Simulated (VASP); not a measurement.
Input of a VASP 6.6.1 run:

File POSCAR:

```
Pt
1.0
    0.0000000000      2.9067929182      2.9067929182
    2.9067929182      0.0000000000      2.9067929182
    2.9067929182      2.9067929182      0.0000000000
Pt
2
Direct
    0.1250000000      0.1250000000      0.1250000000
    0.8750000000      0.8750000000      0.8750000000
```

INCAR.step1

```
SYSTEM = Pt
PREC = Accurate
ENCUT = 520
ISMEAR = -1
SIGMA = 0.05
LREAL = .False.
LASPH = .True.
NELM = 150
ISPIN = 2
MAGMOM = -0.668 -0.668
LMAXMIX = 4
NBANDS = 21
GGA = PE
ALGO = Normal
EDIFF = 1E-4
LWAVE = .True.
LCHARG = .False.
```

The input INCAR.step2:

```
SYSTEM = Pt
PREC = Accurate
ENCUT = 520
EDIFF = 1E-6
ISMEAR = -1
SIGMA = 0.05
LREAL = .False.
LASPH = .True.
NELM = 150
ALGO = Normal
ISIF = 2
LWAVE = .False.
LCHARG = .True.
ISPIN = 2
MAGMOM = -0.668 -0.668
LORBIT = 11
LMAXMIX = 4
METAGGA = R2SCAN
LMIXTAU = .True.
LELF = .True.
LVHAR = .True.
NBANDS = 21
ISTART = 1
```

KPOINTS

```
regular mesh
0
Gamma
  11 11 11
  0 0 0
```

Potentials or basis: VASP PAW PBE potentials, release 64 (Pt).

Launch:

```console
$ cat potpaw_PBE.64/Pt/POTCAR > POTCAR
$ cp INCAR.step1 INCAR
$ mpirun -np 1 vasp_std > vasp.out
$ cp INCAR.step2 INCAR
$ mpirun -np 1 vasp_std > vasp.out
```

Q: Estimate the pressure.

A: -4.4 GPa.

Q: Estimate the net moment.

A: -1.44 μB per cell.

Q: Predict the site moments.

A: Pt -0.70 μB.

Caveat: the cell stands under tension; the PAW data sets were made with another functional, which shifts forces and pressure a little.
